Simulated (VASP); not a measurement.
Here is a VASP 6.6.1 calculation.

POSCAR

```
MgO
1.0
    0.0000000000      1.9796116298      2.1021680257
    1.9796116298      0.0000000000      2.1021680257
    1.9796116298      1.9796116298      0.0000000000
Mg O
1 1
Direct
    0.0000000000      0.0000000000      0.0000000000
    0.5000000000      0.5000000000      0.5000000000
```

File INCAR.step1:

```
SYSTEM = MgO
  PREC = Accurate
  ENCUT = 520
  ISMEAR = 0
  SIGMA = 0.01
  LREAL = .False.
  LASPH = .True.
  NELM = 60
  NBANDS = 11
  GGA = PE
  ALGO = Normal
  EDIFF = 1E-4
  LWAVE = .True.
  LCHARG = .False.
```

Contents of INCAR.step2:

```
SYSTEM = MgO
  PREC = Accurate
  ENCUT = 520
  EDIFF = 1E-7
  ISMEAR = 0
  SIGMA = 0.01
  LREAL = .False.
  LASPH = .True.
  NELM = 60
  ALGO = Normal
  ISIF = 2
  LWAVE = .False.
  LCHARG = .False.
  METAGGA = R2SCAN
  LMIXTAU = .True.
  NBANDS = 11
  ISTART = 1
```

File KPOINTS:

```
Automatic mesh
0
Gamma
  10 10 10
  0 0 0
```

Potentials or basis: VASP PAW PBE potentials, release 64 (Mg, O).

Run with:

```console
$ cat potpaw_PBE.64/Mg/POTCAR potpaw_PBE.64/O/POTCAR > POTCAR
$ cp INCAR.step1 INCAR
$ mpirun -np 1 vasp_std > vasp.out
$ cp INCAR.step2 INCAR
$ mpirun -np 1 vasp_std > vasp.out
```

**Question.** What does it give for the pressure?

**Answer.** 26.3 GPa.

**Question.** Predict the band gap on the k mesh.

**Answer.** 6.88 eV, direct.

Stress tensor (GPa, compression positive):
```
33.74  0.00  0.00
 0.00 33.74  0.00
 0.00  0.00 11.30
```

Caveat: the cell differs from its parent crystal (biaxial xy strain -5.8%); the PAW data sets were made with another functional, which shifts forces and pressure a little.
